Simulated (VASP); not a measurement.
# Mg (Fm-3m) in VASP: notebook, part 2 of 2

VASP 6.6.1.

## (4) Electric field gradients, LDA (22.38 Å³/atom)

This run uses another cell than the first one, of 22.38 Å³/atom.

Input file INCAR:

```
SYSTEM = Mg
ALGO = Normal ; EDIFF = 1E-8
ENCUT = 520 ; GGA = CA
ISIF = 2 ; ISMEAR = -1
LASPH = .TRUE. ; LCHARG = .FALSE.
LEFG = .TRUE. ; LREAL = .FALSE.
LWAVE = .FALSE. ; NBANDS = 7
NELM = 60 ; PREC = Accurate
SIGMA = 0.03
```

Input file KPOINTS:

```
k-points
0
G
  16 16 16
  0 0 0
```

Input file POSCAR:

```
Mg
1.0
    0.0000000000      2.2367500710      2.2367500710
    2.2367500710      0.0000000000      2.2367500710
    2.2367500710      2.2367500710      0.0000000000
Mg
1
Direct
    0.0000000000      0.0000000000      0.0000000000
```

Potentials or basis: VASP PAW LDA potentials, release 64 (Mg).

On the command line:

```bash
$ cat potpaw_LDA.64/Mg/POTCAR > POTCAR
$ mpirun -np 1 vasp_std > vasp.out
```

OUTCAR:

```text
SYSTEM = Mg
   EDIFF = 1E-8
   ENCUT = 520
   GGA = CA
   ISIF = 2
   ISMEAR = -1
   LASPH = .TRUE.
   LREAL = .FALSE.
   NELM = 60
   PREC = Accurate

 ion  position               nearest neighbor table
   1  0.000  0.000  0.000-

  LATTYP: Found a face centered cubic cell.
 ALAT       =     4.4735001420

  Lattice vectors:

 A1 = (   0.0000000000,   2.2367500710,   2.2367500710)
 A2 = (   2.2367500710,   0.0000000000,   2.2367500710)
 A3 = (   2.2367500710,   2.2367500710,   0.0000000000)

Analysis of symmetry for initial positions (statically):
=====================================================================
 Subroutine PRICEL returns:
 Original cell was already a primitive cell.

 Routine SETGRP: Setting up the symmetry group for a
 face centered cubic supercell.

[... 420 lines left out ...]
  external PRESSURE =     -13.1631652 kB  Pullay stress =       0.0000000 kB

 VOLUME and BASIS-vectors are now :
 -----------------------------------------------------------------------------
  energy-cutoff  :      520.00
  volume of cell :       22.38
      direct lattice vectors                 reciprocal lattice vectors
     0.000000000  2.236750071  2.236750071    -0.223538609  0.223538609  0.223538609
     2.236750071  0.000000000  2.236750071     0.223538609 -0.223538609  0.223538609
     2.236750071  2.236750071  0.000000000     0.223538609  0.223538609 -0.223538609

 POSITION                                       TOTAL-FORCE (eV/Angst)
 -----------------------------------------------------------------------------------
      0.00000      0.00000      0.00000         0.000000      0.000000      0.000000
 -----------------------------------------------------------------------------------
    total drift:                               -0.000000     -0.000000     -0.000000

  FREE ENERGIE OF THE ION-ELECTRON SYSTEM (eV)
  ---------------------------------------------------
  free  energy   TOTEN  =        -1.7920536264 eV

  energy  without entropy=       -1.7903283878  energy(sigma->0) =       -1.79119101

 Electric field gradients (V/A^2)
---------------------------------------------------------------------
 ion       V_xx      V_yy      V_zz      V_xy      V_xz      V_yz
---------------------------------------------------------------------
   1      -0.000    -0.000    -0.000     0.000     0.000     0.000
---------------------------------------------------------------------

 Electric field gradients after diagonalization (V/A^2)
 (convention: |V_zz| > |V_xx| > |V_yy|)
----------------------------------------------------------------------
 ion       V_xx      V_yy      V_zz     asymmetry (V_yy - V_xx)/ V_zz
----------------------------------------------------------------------
   1      -0.000    -0.000     0.000       0.000
----------------------------------------------------------------------

           NMR quadrupolar parameters

 Cq : quadrupolar parameter    Cq=e*Q*V_zz/h
 eta: asymmetry parameters     (V_yy - V_xx)/ V_zz
 Q  : nuclear electric quadrupole moment in mb (millibarn)
----------------------------------------------------------------------
 ion       Cq(MHz)       eta       Q (mb)
----------------------------------------------------------------------
   1       0.000       0.000       1.000
----------------------------------------------------------------------
```

Wall time 12 s (1 thread of Intel Xeon 8259CL, shared host); peak memory 0.14 GiB.

Results:

| Item | Value |
| --- | --- |
| Free energy | -1.7921 eV |
| Pressure | -1.3 GPa |
| Band gap on the k mesh | zero (bands 1 and 2 overlap by 2.79 eV) |
| Largest electric field gradient by atom | under 0.05 V/Å² on every atom |

## (5) Electric field gradients, LDA (23.06 Å³/atom)

This run uses another cell than the first one, of 23.06 Å³/atom.

Input file INCAR:

```
PREC = Accurate ; ENCUT = 520
EDIFF = 1E-8 ; ISMEAR = -1
SIGMA = 0.03 ; LREAL = F
LASPH = T ; NELM = 80
ALGO = Normal ; ISIF = 2
LWAVE = F ; LCHARG = F
LEFG = T ; NBANDS = 7
```

Input file KPOINTS:

```
regular mesh
0
Gamma
  16 16 16
```

Input file POSCAR:

```
Mg
1.0
    0.0000000000      2.2591190557      2.2591190557
    2.2591190557      0.0000000000      2.2591190557
    2.2591190557      2.2591190557      0.0000000000
Mg
1
Direct
    0.0000000000      0.0000000000      0.0000000000
```

Potentials or basis: VASP PAW LDA potentials, release 64 (Mg).

On the command line:

```bash
$ cat potpaw_LDA.64/Mg/POTCAR > POTCAR
$ mpirun -np 1 vasp_std > vasp.out
```

OUTCAR:

```text
PREC = Accurate
   ENCUT = 520
   EDIFF = 1E-8
   ISMEAR = -1
   LREAL = F
   LASPH = T
   NELM = 80
   ISIF = 2

 ion  position               nearest neighbor table
   1  0.000  0.000  0.000-

  LATTYP: Found a face centered cubic cell.
 ALAT       =     4.5182381114

  Lattice vectors:

 A1 = (   0.0000000000,   2.2591190557,   2.2591190557)
 A2 = (   2.2591190557,   0.0000000000,   2.2591190557)
 A3 = (   2.2591190557,   2.2591190557,   0.0000000000)

Analysis of symmetry for initial positions (statically):
=====================================================================
 Subroutine PRICEL returns:
 Original cell was already a primitive cell.

 Routine SETGRP: Setting up the symmetry group for a
 face centered cubic supercell.

 Subroutine GETGRP returns: Found 48 space group operations
 (whereof 48 operations were pure point group operations)
 out of a pool of 48 trial point group operations.

The static configuration has the point symmetry O_h .

Analysis of symmetry for dynamics (positions and initial velocities):
=====================================================================
 Subroutine PRICEL returns:
 Original cell was already a primitive cell.

 Routine SETGRP: Setting up the symmetry group for a
 face centered cubic supercell.

 Subroutine GETGRP returns: Found 48 space group operations
 (whereof 48 operations were pure point group operations)
 out of a pool of 48 trial point group operations.

The dynamic configuration has the point symmetry O_h .

 Subroutine INISYM returns: Found 48 space group operations
 (whereof 48 operations are pure point group operations),
 and found     1 'primitive' translations

----------------------------------------------------------------------------------------

                                     Primitive cell

  volume of cell :      23.0594

  direct lattice vectors                    reciprocal lattice vectors
     0.000000000  2.259119056  2.259119056    -0.221325210  0.221325210  0.221325210
     2.259119056  0.000000000  2.259119056     0.221325210 -0.221325210  0.221325210
     2.259119056  2.259119056  0.000000000     0.221325210  0.221325210 -0.221325210

  length of vectors
     3.194876808  3.194876808  3.194876808     0.383346509  0.383346509  0.383346509

  position of ions in fractional coordinates (direct lattice)
     0.000000000  0.000000000  0.000000000

  ion indices of the primitive-cell ions
   primitive index   ion index
                 1           1

----------------------------------------------------------------------------------------

 KPOINTS: regular mesh

Automatic generation of k-mesh.
 Grid dimensions read from file:
 generate k-points for:   16   16   16

 Generating k-lattice:

  Cartesian coordinates                     Fractional coordinates (reciprocal lattice)
    -0.013832826  0.013832826  0.013832826     0.062500000  0.000000000  0.000000000
     0.013832826 -0.013832826  0.013832826     0.000000000  0.062500000  0.000000000
[... 59 lines left out ...]
   LREAL  =      F    real-space projection
   EDIFFG = 0.1E-06   stopping-criterion for IOM
   NSW    =      0    number of steps for IOM
   IBRION =     -1    ionic relax: 0-MD 1-quasi-New 2-CG
   NFREE  =      0    steps in history (QN), initial steepest desc. (CG)
   ISIF   =      2    stress and relaxation
   ISYM   =      2    0-nonsym 1-usesym 2-fastsym
   POTIM  = 0.5000    time-step for ionic-motion
   TEBEG  =    0.0;   TEEND  =   0.0 temperature during run
   PSTRESS=    0.0 pullay stress
   NELECT =       2.0000    total number of electrons
   NUPDOWN=      -1.0000    fix difference up-down
   EMIN   =  10.00;   EMAX   =-10.00  energy-range for DOS
   EFERMI =   0.00;   METHOD = LEGACY
   ISMEAR =    -1;   SIGMA  =   0.03  broadening in eV -4-tet -1-fermi 0-gaus
   EFERMI_NEDOS =   21; number of points for ismear=-14 and -15
   IALGO  =     38    algorithm
   IMIX   =      4    mixing-type and parameters
     AMIX     =   0.40;   BMIX     =  1.00
     AMIX_MAG =   1.60;   BMIX_MAG =  1.00
  volume/ion in A,a.u.               =      23.06       155.61
  Fermi-wavevector in a.u.,A,eV,Ry     =   0.724662  1.369413  7.144903  0.525136
  Thomas-Fermi vector in A             =   1.815189
   LORBIT       =      0    0 simple, 1 ext, 2 COOP (PROOUT), +10 PAW based schemes
   GGA     = CA    functional components
   LHFCALC =     F    Hartree Fock is set to
   AEXX    =    0.0000 exact exchange contribution
   IVDW    =     0    specifies the selected vdW correction
   LEPSILON=     F    determine dielectric tensor
   LRPA    =     F    only Hartree local field effects (RPA)
 non-spin polarized calculation
  energy-cutoff  :      520.00
  volume of cell :       23.06
 maximum number of plane-waves:       636
   NGX = 11   NGY = 11   NGZ = 11

 number of electron       2.0000000 magnetization

 Free energy of the ion-electron system (eV)
  ---------------------------------------------------
  ext. energy  EPLUGINS =         0.00000000
  ---------------------------------------------------
  free energy    TOTEN  =        -1.78437957 eV

  energy without entropy =       -1.78276551  energy(sigma->0) =       -1.78357254

 E-fermi :   2.4219     XC(G=0):  -8.6656

 val. band max:        2.3711718119   @ k =  -0.3750   0.1875   0.0625
 cond. band min:       2.4328184445   @ k =  -0.3750   0.4375   0.1250
 fundamental gap:      0.0616466325
 Fermi energy:         2.4218686447

 k-point     1 :       0.0000    0.0000    0.0000
  band No.  band energies     occupation
      1      -4.4542      2.00000
      2      14.7136      0.00000
      3      14.7136      0.00000
      4      14.7136      0.00000
      5      16.4825      0.00000
      6      16.4825      0.00000
      7      16.4825      0.00000
[... 221 lines left out ...]
 k-point    24 :      -0.0625    0.0625    0.0000
  band No.  band energies     occupation
      1      -4.2238      2.00000
      2      12.4204      0.00000
      3      13.1761      0.00000
      4      14.9371      0.00000
      5      16.6502      0.00000
      6      16.9604      0.00000
      7      17.5305      0.00000

 [... further k-points ...]
[... 5 lines left out ...]
  --------------------------------------------------------------------------------------
  -------------------------------------------------------------------------------------
  Total       -0.3295978     -0.3295978     -0.3295978      0.0000000      0.0000000      0.0000000
  in kB      -22.9006323    -22.9006323    -22.9006323      0.0000000      0.0000000      0.0000000
  external PRESSURE =     -22.9006323 kB  Pullay stress =       0.0000000 kB

 VOLUME and BASIS-vectors are now :
 -----------------------------------------------------------------------------
  energy-cutoff  :      520.00
  volume of cell :       23.06
      direct lattice vectors                 reciprocal lattice vectors
     0.000000000  2.259119056  2.259119056    -0.221325210  0.221325210  0.221325210
     2.259119056  0.000000000  2.259119056     0.221325210 -0.221325210  0.221325210
     2.259119056  2.259119056  0.000000000     0.221325210  0.221325210 -0.221325210

 POSITION                                       TOTAL-FORCE (eV/Angst)
 -----------------------------------------------------------------------------------
      0.00000      0.00000      0.00000         0.000000      0.000000     -0.000000
 -----------------------------------------------------------------------------------
    total drift:                                0.000000     -0.000000      0.000000

  FREE ENERGIE OF THE ION-ELECTRON SYSTEM (eV)
  ---------------------------------------------------
  free  energy   TOTEN  =        -1.7843795669 eV

  energy  without entropy=       -1.7827655078  energy(sigma->0) =       -1.78357254

 Electric field gradients (V/A^2)
---------------------------------------------------------------------
 ion       V_xx      V_yy      V_zz      V_xy      V_xz      V_yz
---------------------------------------------------------------------
   1      -0.000    -0.000    -0.000    -0.000    -0.000    -0.000
---------------------------------------------------------------------

 Electric field gradients after diagonalization (V/A^2)
 (convention: |V_zz| > |V_xx| > |V_yy|)
----------------------------------------------------------------------
 ion       V_xx      V_yy      V_zz     asymmetry (V_yy - V_xx)/ V_zz
----------------------------------------------------------------------
   1       0.000     0.000    -0.000       0.000
----------------------------------------------------------------------

           NMR quadrupolar parameters

 Cq : quadrupolar parameter    Cq=e*Q*V_zz/h
 eta: asymmetry parameters     (V_yy - V_xx)/ V_zz
 Q  : nuclear electric quadrupole moment in mb (millibarn)
----------------------------------------------------------------------
 ion       Cq(MHz)       eta       Q (mb)
----------------------------------------------------------------------
   1      -0.000       0.000       1.000
----------------------------------------------------------------------
```

stdout:

```text
POSCAR found type information on POSCAR Mg
 POSCAR found :  1 types and       1 ions
 scaLAPACK will be used
 LDA part: xc-table for (Slater(with rela. corr.)+CA(PZ))
 , standard interpolation
 POSCAR, INCAR and KPOINTS ok, starting setup
 FFT: planning ... GRIDC
 FFT: planning ... GRID_SOFT
 FFT: planning ... GRID
 WAVECAR not read
 entering main loop
ion   1
```

It took 16 s on 1 thread of Intel Xeon 8259CL, shared host; peak memory 0.14 GiB.

What came out:

* Free energy: -1.7844 eV
* Pressure: -2.3 GPa
* Band gap on the k mesh: zero (bands 1 and 2 overlap by 2.77 eV)
* Largest electric field gradient by atom: under 0.05 V/Å² on every atom

Levels at points of the mesh, in eV from the Fermi level:
| k point | band 1 | band 2 | band 3 | band 4 | band 5 |
| --- | --- | --- | --- | --- | --- |
| (0.00, 0.00, 0.00) | -6.88 | 12.29 | 12.29 | 12.29 | 14.06 |
| (0.50, 0.00, 0.00) | -1.65 | -1.31 | 11.23 | 11.23 | 11.88 |
| (0.50, 0.50, 0.00) | -0.19 | 0.80 | 6.13 | 6.87 | 6.87 |

## (6) Overview

```tsv
cell	gap on the mesh (eV)	pressure (GPa)
a = 3.131 Å, angles 60.0°, 1 atom	none	-0.2
a = 3.163 Å, angles 60.0°, 1 atom	none	-1.3
a = 3.195 Å, angles 60.0°, 1 atom	none	-2.3
```

Alike in all rows: task electric field gradients; level LDA; potentials or basis VASP PAW LDA potentials, release 64 (Mg); no spin polarisation; k mesh 16 × 16 × 16; cutoff (eV) 520; smearing fermi-dirac 0.03 eV.

Total energies depend on the potentials used, so only differences within one code and one set of settings carry meaning.

The gap in the log of VASP goes by the Fermi energy; the results here count the filled bands.